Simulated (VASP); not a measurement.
# SiO2 (I-42d) in VASP: notebook, part 2 of 2

VASP 6.6.1.

## (4) Single point, PBE (14.35 Å³/atom)

This run uses another cell than the first one, of 14.35 Å³/atom.

Input file INCAR:

```
SYSTEM = SiO2
PREC = Accurate
ENCUT = 520
EDIFF = 1E-6
ISMEAR = -1
SIGMA = 0.03
LREAL = .FALSE.
LASPH = .TRUE.
NELM = 80
ALGO = Normal
ISIF = 2
LWAVE = .FALSE.
LCHARG = .TRUE.
GGA = PE
LELF = .TRUE.
LVHAR = .TRUE.
NBANDS = 25
```

Input file KPOINTS:

```
Automatic mesh
0
G
  7 7 7
  0 0 0
```

Input file POSCAR:

```
SiO2
1.0
   -2.3897726436      2.3897726436      3.7687954246
    2.3897726436     -2.3897726436      3.7687954246
    2.3897726436      2.3897726436     -3.7687954246
Si O
2 4
Direct
    0.0000000000      0.0000000000      0.0000000000
    0.7500000000      0.2500000000      0.5000000000
    0.9983800000      0.6250000000      0.8733800000
    0.3750000000      0.2483800000      0.3733800000
    0.7516200000      0.1250000000      0.1266200000
    0.8750000000      0.0016200000      0.6266200000
```

Potentials or basis: VASP PAW PBE potentials, release 64 (Si, O).

Launch:

```bash
$ cat potpaw_PBE.64/Si/POTCAR potpaw_PBE.64/O/POTCAR > POTCAR
$ mpirun -np 1 vasp_std > vasp.out
```

OUTCAR:

```text
SYSTEM = SiO2
   PREC = Accurate
   ENCUT = 520
   EDIFF = 1E-6
   ISMEAR = -1
   LREAL = .FALSE.
   LASPH = .TRUE.
   NELM = 80
   ISIF = 2
   GGA = PE

 ion  position               nearest neighbor table
   1  0.000  0.000  0.000-   3 1.63   4 1.63   5 1.63   6 1.63   2 3.04   2 3.04   2 3.04   2 3.04

   2  0.750  0.250  0.500-   4 1.63   3 1.63   6 1.63   5 1.63   1 3.04   1 3.04   1 3.04   1 3.04

   3  0.998  0.625  0.873-   1 1.63   2 1.63
   4  0.375  0.248  0.373-   2 1.63   1 1.63
   5  0.752  0.125  0.127-   1 1.63   2 1.63
   6  0.875  0.002  0.627-   2 1.63   1 1.63

  LATTYP: Found a body centered tetragonal cell.
 ALAT       =     4.7795452872
 C/A-ratio  =     1.5770518734

  Lattice vectors:

 A1 = (  -2.3897726436,   2.3897726436,   3.7687954246)
 A2 = (   2.3897726436,  -2.3897726436,   3.7687954246)
 A3 = (   2.3897726436,   2.3897726436,  -3.7687954246)

Analysis of symmetry for initial positions (statically):
=====================================================================
 Subroutine PRICEL returns:
 Original cell was already a primitive cell.

 Routine SETGRP: Setting up the symmetry group for a
 body centered tetragonal supercell.

 Subroutine GETGRP returns: Found  8 space group operations
 (whereof  4 operations were pure point group operations)
 out of a pool of 16 trial point group operations.

The static configuration has the point symmetry S_4 .
 The point group associated with its full space group is D_2d.

Analysis of symmetry for dynamics (positions and initial velocities):
=====================================================================
 Subroutine PRICEL returns:
 Original cell was already a primitive cell.

 Routine SETGRP: Setting up the symmetry group for a
 body centered tetragonal supercell.

[... 130 lines left out ...]
   IALGO  =     38    algorithm
   IMIX   =      4    mixing-type and parameters
     AMIX     =   0.40;   BMIX     =  1.00
     AMIX_MAG =   1.60;   BMIX_MAG =  1.00
  volume/ion in A,a.u.               =      14.35        96.83
  Fermi-wavevector in a.u.,A,eV,Ry     =   1.177063  2.224326 18.850552  1.385476
  Thomas-Fermi vector in A             =   2.313416
   LORBIT       =      0    0 simple, 1 ext, 2 COOP (PROOUT), +10 PAW based schemes
   GGA     = PE    functional components
   LHFCALC =     F    Hartree Fock is set to
   AEXX    =    0.0000 exact exchange contribution
   IVDW    =     0    specifies the selected vdW correction
   LEPSILON=     F    determine dielectric tensor
   LRPA    =     F    only Hartree local field effects (RPA)
 non-spin polarized calculation
  energy-cutoff  :      520.00
  volume of cell :       86.09
 maximum number of plane-waves:      2335
 NGX is ok and might be reduce to    40
   NGX = 19   NGY = 19   NGZ = 19

 number of electron      32.0000015 magnetization

 Free energy of the ion-electron system (eV)
  ---------------------------------------------------
  ext. energy  EPLUGINS =         0.00000000
  ---------------------------------------------------
  free energy    TOTEN  =       -47.41389973 eV

  energy without entropy =      -47.41389973  energy(sigma->0) =      -47.41389973

 E-fermi :   0.4587     XC(G=0):  -8.4688

 val. band max:       -0.2509731208   @ k =   0.0000   0.0000   0.0000
 cond. band min:       5.6522981114   @ k =   0.0000   0.0000   0.0000
 fundamental gap:      5.9032712323
 Fermi energy:         0.4587289877

 k-point     1 :       0.0000    0.0000    0.0000
  band No.  band energies     occupation
      1     -19.2532      2.00000
      2     -17.1971      2.00000
      3     -17.1778      2.00000
      4     -17.1778      2.00000
      5      -8.9957      2.00000
      6      -5.4589      2.00000
[... 661 lines left out ...]
     24      12.5600      0.00000
     25      12.8828      0.00000

 [... further k-points ...]

------------------------ aborting loop because EDIFF is reached ----------------------------------------

  FORCE on cell =-STRESS in cart. coord.  units (eV):
  Direction    XX          YY          ZZ          XY          YZ          ZX
  --------------------------------------------------------------------------------------
  -------------------------------------------------------------------------------------
  Total        0.5368191      0.5368191     -0.5266291      0.0000000      0.0000000      0.0000000
  in kB        9.9899383      9.9899383     -9.8003082      0.0000000      0.0000000      0.0000000
  external PRESSURE =       3.3931894 kB  Pullay stress =       0.0000000 kB

 VOLUME and BASIS-vectors are now :
 -----------------------------------------------------------------------------
  energy-cutoff  :      520.00
  volume of cell :       86.09
      direct lattice vectors                 reciprocal lattice vectors
    -2.389772644  2.389772644  3.768795425     0.000000000  0.209224924  0.132668384
     2.389772644 -2.389772644  3.768795425     0.209224924  0.000000000  0.132668384
     2.389772644  2.389772644 -3.768795425     0.209224924  0.209224924  0.000000000

 POSITION                                       TOTAL-FORCE (eV/Angst)
 -----------------------------------------------------------------------------------
      0.00000      0.00000      0.00000         0.000000     -0.000000      0.000000
      0.00000      2.38977      1.88440         0.000000     -0.000000      0.000000
      1.19489      2.97947      2.82660         0.000000     -0.115756     -0.000000
      0.58970      1.19489      0.94220        -0.115756     -0.000000     -0.000000
     -1.19489      1.80007      2.82660         0.000000      0.115756     -0.000000
     -0.58970      3.58466      0.94220         0.115756     -0.000000     -0.000000
 -----------------------------------------------------------------------------------
    total drift:                                0.000002      0.000002      0.000002

  FREE ENERGIE OF THE ION-ELECTRON SYSTEM (eV)
  ---------------------------------------------------
  free  energy   TOTEN  =       -47.4138997315 eV

  energy  without entropy=      -47.4138997315  energy(sigma->0) =      -47.41389973
```

OSZICAR:

```text
N       E                     dE             d eps       ncg     rms          rms(c)
DAV:   1     0.171871114782E+03    0.17187E+03   -0.16222E+04  2000   0.114E+03
DAV:   2    -0.420073900626E+02   -0.21388E+03   -0.20544E+03  2651   0.274E+02
DAV:   3    -0.534802673990E+02   -0.11473E+02   -0.11423E+02  2665   0.652E+01
DAV:   4    -0.535909757001E+02   -0.11071E+00   -0.11065E+00  2344   0.728E+00
DAV:   5    -0.535923303374E+02   -0.13546E-02   -0.13543E-02  2669   0.792E-01    0.200E+01
DAV:   6    -0.473833446968E+02    0.62090E+01   -0.19638E+01  2428   0.281E+01    0.985E+00
DAV:   7    -0.474085539929E+02   -0.25209E-01   -0.67592E-01  2578   0.451E+00    0.351E+00
DAV:   8    -0.474059322874E+02    0.26217E-02   -0.32255E-02  2568   0.156E+00    0.135E+00
DAV:   9    -0.474127818889E+02   -0.68496E-02   -0.18923E-02  2432   0.105E+00    0.274E-01
DAV:  10    -0.474139102755E+02   -0.11284E-02   -0.17626E-03  2303   0.254E-01    0.783E-02
DAV:  11    -0.474138953898E+02    0.14886E-04   -0.41351E-04  2504   0.144E-01    0.153E-02
DAV:  12    -0.474138983202E+02   -0.29305E-05   -0.14990E-05  2504   0.259E-02    0.125E-02
DAV:  13    -0.474138995183E+02   -0.11981E-05   -0.40351E-06  2312   0.132E-02    0.317E-03
DAV:  14    -0.474138997315E+02   -0.21313E-06   -0.13989E-07  1848   0.277E-03
   1 F= -.47413900E+02 E0= -.47413900E+02  d E =-.504003E-11
```

stdout:

```text
POSCAR found type information on POSCAR SiO
 POSCAR found :  2 types and       6 ions
 scaLAPACK will be used
 LDA part: xc-table for (Slater+PW92), standard interpolation
 POSCAR, INCAR and KPOINTS ok, starting setup
 FFT: planning ... GRIDC
 FFT: planning ... GRID_SOFT
 FFT: planning ... GRID
 WAVECAR not read
 entering main loop
```

Wall time 66 s (1 thread of AMD EPYC 9R45 (Zen 5), shared host); peak memory 0.22 GiB.

Results:

| Quantity | Value |
| --- | --- |
| Free energy | -47.4139 eV |
| Pressure | 0.3 GPa |
| Largest force | 0.116 eV/Å |
| Band gap on the k mesh | 5.90 eV |

Forces on the atoms (eV/Å):
```
Si   0.000  0.000  0.000
Si   0.000  0.000  0.000
O    0.000 -0.116  0.000
O   -0.116  0.000  0.000
O    0.000  0.116  0.000
O    0.116  0.000  0.000
```

Stress tensor (GPa, compression positive):
```
 1.00  0.00  0.00
 0.00  1.00  0.00
 0.00  0.00 -0.98
```

Caveat: an odd mesh through Γ misses points on the zone boundary, where band edges can lie.

## (5) Single point, PBE (14.91 Å³/atom)

This run uses another cell than the first one, of 14.91 Å³/atom.

Input file INCAR:

```
PREC = Accurate ; ENCUT = 520
EDIFF = 1E-7 ; ISMEAR = -1
SIGMA = 0.03 ; LREAL = F
LASPH = T ; NELM = 80
ALGO = Normal ; ISIF = 2
LWAVE = F ; LCHARG = F
GGA = PE ; NBANDS = 25
```

Input file KPOINTS:

```
Automatic mesh
0
Gamma
  7 7 7
```

Edit POSCAR of step 4 so:

```diff
@@ -2,5 +2,5 @@
 1.0
-   -2.3897726436      2.3897726436      3.7687954246
-    2.3897726436     -2.3897726436      3.7687954246
-    2.3897726436      2.3897726436     -3.7687954246
+   -2.4206118211      2.4206118211      3.8174304072
+    2.4206118211     -2.4206118211      3.8174304072
+    2.4206118211      2.4206118211     -3.8174304072
 Si O
```

Launch:

```bash
$ cat potpaw_PBE.64/Si/POTCAR potpaw_PBE.64/O/POTCAR > POTCAR
$ mpirun -np 1 vasp_std > vasp.out
```

Wall time 62 s (1 thread of AMD EPYC 9R45 (Zen 5), shared host); peak memory 0.23 GiB.

Results (log left out):

```
Free energy            : -47.3622 eV
Pressure               : -5.4 GPa
Largest force          : 0.556 eV/Å
Band gap on the k mesh : 5.62 eV
```

Forces in eV/Å, atoms in the order of the input:
```
Si   0.000  0.000  0.000
Si   0.000  0.000  0.000
O    0.000 -0.556  0.000
O   -0.556  0.000  0.000
O    0.000  0.556  0.000
O    0.556  0.000  0.000
```

Stress tensor (GPa, compression positive):
```
-4.71  0.00  0.00
 0.00 -4.71  0.00
 0.00  0.00 -6.87
```

Levels at points of the mesh, in eV from the valence-band top:
```csv
k point,band 12,band 13,band 14,band 15,band 16,band 17,band 18,band 19,band 20,band 21
"(0.00, 0.00, 0.00)",-1.27,-1.24,-1.07,0.00,0.00,5.62,8.49,10.74,10.82,10.82
```

Caveat: the cell stands under tension; an odd mesh through Γ misses points on the zone boundary, where band edges can lie.

## (6) Single point, PBE (zz strain of -3 %)

Input file INCAR:

```
PREC     = Accurate       # precision mode
ENCUT    = 520            # plane-wave cutoff, eV
EDIFF    = 1E-6           # SCF threshold, eV
ISMEAR   = -1             # smearing method
SIGMA    = 0.03           # smearing width, eV
LREAL    = False          # projectors in reciprocal space
LASPH    = True           # aspherical terms in the spheres
NELM     = 60             # most SCF steps
ALGO     = Normal         # electronic algorithm
ISIF     = 2              # what is computed and relaxed
LWAVE    = False          # write WAVECAR
LCHARG   = True           # write CHGCAR
GGA      = PE             # functional
LELF     = True           # ELF
LVHAR    = True         
NBANDS   = 25             # bands
```

Input file KPOINTS:

```
regular mesh
0
Gamma
  7 7 7
```

Edit POSCAR of step 5 so:

```diff
@@ -2,5 +2,5 @@
 1.0
-   -2.4206118211      2.4206118211      3.8174304072
-    2.4206118211     -2.4206118211      3.8174304072
-    2.4206118211      2.4206118211     -3.8174304072
+   -2.3740500000      2.3740500000      3.6316800000
+    2.3740500000     -2.3740500000      3.6316800000
+    2.3740500000      2.3740500000     -3.6316800000
 Si O
```

Potentials or basis: VASP PAW PBE potentials, release 64 (Si, O).

Launch:

```bash
$ cat potpaw_PBE.64/Si/POTCAR potpaw_PBE.64/O/POTCAR > POTCAR
$ mpirun -np 1 vasp_std > vasp.out
```

It took 78 s on 1 thread of Intel Xeon 8259CL, shared host; peak memory 0.26 GiB.

The run converged. Its results:

```
Free energy            : -47.2959 eV
Pressure               : 9.5 GPa
Largest force          : 0.507 eV/Å
Band gap on the k mesh : 6.29 eV
```

Forces on the atoms (eV/Å):
```
Si   0.000  0.000  0.000
Si   0.000  0.000  0.000
O    0.000  0.507  0.000
O    0.507  0.000  0.000
O    0.000 -0.507  0.000
O   -0.507  0.000  0.000
```

Stress tensor (GPa, compression positive):
```
9.56 0.00 0.00
0.00 9.56 0.00
0.00 0.00 9.24
```

Levels at points of the mesh, in eV from the valence-band top:
```tsv
k point	band 13	band 14	band 15	band 16	band 17	band 18	band 19	band 20
(0.00, 0.00, 0.00)	-1.30	-0.97	0.00	0.00	6.29	8.88	11.74	11.74
```

Caveat: the cell differs from its parent crystal (zz strain of -3 %); the cell stands under pressure; an odd mesh through Γ misses points on the zone boundary, where band edges can lie.

## (7) Overview

| cell | gap on the mesh (eV) | pressure (GPa) | largest force (eV/Å) |
| --- | --- | --- | --- |
| a = 4.961 Å, angles 123.7, 123.7, 83.8°, 6 atoms | 6.31 | 11.5 | 0.69 |
| a = 5.012 Å, angles 123.7, 123.7, 83.8°, 6 atoms | 6.11 | 5.5 | 0.26 |
| a = 5.062 Å, angles 123.7, 123.7, 83.8°, 6 atoms | 5.90 | 0.3 | 0.12 |
| a = 5.128 Å, angles 123.7, 123.7, 83.8°, 6 atoms | 5.62 | -5.4 | 0.56 |
| a = 4.946 Å, angles 122.6, 122.6, 85.5°, 6 atoms | 6.29 | 9.5 | 0.51 |

Alike in all rows: task single point; level PBE; potentials or basis VASP PAW PBE potentials, release 64 (Si, O); no spin polarisation; k mesh 7 × 7 × 7; cutoff (eV) 520; smearing fermi-dirac 0.03 eV.

Caveats: an odd mesh through Γ misses points on the zone boundary, where band edges can lie; the cell stands under pressure (at least some runs); the cell stands under tension (at least some runs).

Total energies depend on the potentials used, so only differences within one code and one set of settings carry meaning.
